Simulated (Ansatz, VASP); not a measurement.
# Co in VASP and in Ansatz

INCAR

```
PREC     = Accurate       # precision mode
ENCUT    = 520            # plane-wave cutoff, eV
EDIFF    = 1E-6           # SCF threshold, eV
ISMEAR   = -1             # smearing method
SIGMA    = 0.05           # smearing width, eV
LREAL    = False          # projectors in reciprocal space
LASPH    = True           # aspherical terms in the spheres
NELM     = 150            # most SCF steps
ALGO     = Normal         # electronic algorithm
ISIF     = 2              # what is computed and relaxed
LWAVE    = False          # write WAVECAR
LCHARG   = False          # write CHGCAR
ISPIN    = 2              # spin polarisation
MAGMOM   = 2 2 2 2        # initial moments
LORBIT   = 11             # projections on sites
LMAXMIX  = 4              # l up to which the mixer works
GGA      = PS             # functional
NBANDS   = 30             # bands
```

KPOINTS

```
Automatic mesh
0
Gamma
  12 12 4
```

File POSCAR:

```
Co
1.0
    2.4869235940      0.0000000000      0.0000000000
   -1.2434617971      2.1537390097      0.0000000000
    0.0000000000      0.0000000000      8.1417998233
Co
4
Direct
    0.6666666667      0.3333333333      0.7500000000
    0.0000000000      0.0000000000      0.5000000000
    0.3333333333      0.6666666667      0.2500000000
    0.0000000000      0.0000000000      0.0000000000
```

Contents of input.yaml:

```yaml
crystal:
  lattice:
    - [2.486923594, 0.0, 0.0]
    - [-1.2434617971, 2.1537390097, 0.0]
    - [0.0, 0.0, 8.1417998233]
  atoms:
    - { symbol: Co, position: [0.6666666667, 0.3333333333, 0.75], spin: 2.0 }
    - { symbol: Co, position: [0.0, 0.0, 0.5], spin: 2.0 }
    - { symbol: Co, position: [0.3333333333, 0.6666666667, 0.25], spin: 2.0 }
    - { symbol: Co, position: [0.0, 0.0, 0.0], spin: 2.0 }
kpoints:
  mp_grid: { grid: [12, 12, 4] }
scf:
  occupations: { method: fermi_dirac, width: 0.05 }
hamiltonian:
  xc: pbesol
  pseudopotentials: { kind: all_electron, lapw: { basis_error: 0.001 } }
magnetization:
  spin_polarized: true
output:
  forces: true
  stress: true
  eigenvalues: true
```

Change from the starting cell: volume scaled by 1.02.

Alike in both runs: task single point; functional PBEsol; k mesh 12 × 12 × 4; occupations fermi-dirac, width 0.05 eV; collinear spin.

|  | VASP | Ansatz |
| --- | --- | --- |
| version | VASP 6.6.1 | Ansatz 0.2.0 |
| potentials or method | VASP PAW PBE potentials, release 64 (Co), cutoff 520 eV | all-electron LAPW, scalar-relativistic |

|  | VASP | Ansatz | Ansatz less VASP |
| --- | --- | --- | --- |
| gap on the k mesh at the Fermi level (eV) | none | none | - |
| pressure (GPa) | -10.4 | -9.8 | +0.62 |
| traceless stress, the component that is largest in VASP (GPa) | -2.48 | -2.50 | -0.023 |
| net moment per atom (μB) | 1.66 | 1.67 | +0.009 |
| size of the moment on the site where the two differ most (μB) | 1.68 | 1.72 | +0.043 |

VASP's potentials were made for PBE, not for PBEsol. Site moments also hang on the region over which each program counts them. A gap of «none» marks a metal or a gap that the smearing closes. Ansatz ran all-electron here, and VASP with PAW potentials.
